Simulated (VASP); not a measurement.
Here is a VASP 6.6.1 calculation.

INCAR

```
SYSTEM = FeS2
PREC = Accurate
ENCUT = 600
EDIFF = 1E-6
ISMEAR = 0
SIGMA = 0.01
LREAL = .False.
LASPH = .True.
NELM = 120
ALGO = Normal
ISIF = 2
LWAVE = .False.
LCHARG = .True.
GGA = PE
LELF = .True.
LVHAR = .True.
NBANDS = 29
GGA_COMPAT = .False.
```

Contents of KPOINTS:

```
Automatic mesh
0
Gamma
  4 4 6
  0 0 0
```

File POSCAR:

```
FeS2
1.0
    4.4308093927      0.0000000000      0.0000000000
    0.0000000000      5.4005595620      0.0000000000
    0.0000000000      0.0000000000      3.3792367813
Fe S
2 4
Direct
    0.5000000000      0.5000000000      0.5000000000
    0.0000000000      0.0000000000      0.0000000000
    0.2990463069      0.8778422770      0.5000000000
    0.7009536931      0.1221577230      0.5000000000
    0.2009536931      0.3778422770      0.0000000000
    0.7990463069      0.6221577230      0.0000000000
```

Potentials or basis: VASP PAW PBE potentials, release 64 (Fe, S).

Command:

```bash
$ cat potpaw_PBE.64/Fe/POTCAR potpaw_PBE.64/S/POTCAR > POTCAR
$ mpirun -np 1 vasp_std > vasp.out
```

Question: Estimate the largest force.

Answer: 0.250 eV/Å.

Question: Predict the band gap on the k mesh.

Answer: 0.92 eV (least direct gap 1.19 eV).

Question: What does it give for the pressure?

Answer: 0.9 GPa.

Forces on the atoms (eV/Å):
```
Fe   0.000  0.000  0.000
Fe   0.000  0.000  0.000
S   -0.220 -0.119  0.000
S    0.220  0.119  0.000
S    0.220 -0.119  0.000
S   -0.220  0.119  0.000
```

A k mesh can miss the band edges. Spin polarisation is off, so any magnetic state and its effect on volume and gap are missing.
